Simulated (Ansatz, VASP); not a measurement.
TiO2 in VASP and in Ansatz

```xyz
6
Lattice="-1.9018 1.9018 4.8340 1.9018 -1.9018 4.8340 1.9018 1.9018 -4.8340" Properties=species:S:1:pos:R:3 pbc="T T T"
Ti    0.0000    0.0000    0.0000
Ti    0.0000    1.9018    2.4170
O     0.0000    0.0000    1.9973
O     0.0000    1.9018    4.4143
O     0.0000    1.9018    0.4197
O     0.0000    0.0000    7.6706
```

Alike in both runs: functional PBE; dispersion D3(BJ); k mesh 8 × 8 × 8; occupations gaussian, width 0.02 eV; no spin polarisation; Hubbard terms Ti d U = 4.0 eV.

Ansatz relaxed the structure, and its values are those at the end. VASP's run is a single point on that final structure, the one shown.

|  | VASP | Ansatz |
| --- | --- | --- |
| version | VASP 6.6.1 | Ansatz 0.2.0 |
| potentials or method | VASP PAW PBE potentials, release 64 (Ti_sv, O), cutoff 520 eV | scalar-relativistic, plane waves, PAW |
| valence electrons in the cell | 48 | 48 |

Ansatz gave:

- gap on the k mesh at the Fermi level (eV): 2.65
- least direct gap on the mesh (eV): 2.95
- pressure (GPa): 0.0
- rms of the force components (eV/Å): 0.002

Question: What did VASP give for the same quantities?

Answer: gap on the k mesh at the Fermi level (eV): 2.69; least direct gap on the mesh (eV): 2.99; pressure (GPa): 4.4; rms of the force components (eV/Å): 0.076.

The programs project onto different local orbitals, so the same U acts differently, and such runs can settle in different states.
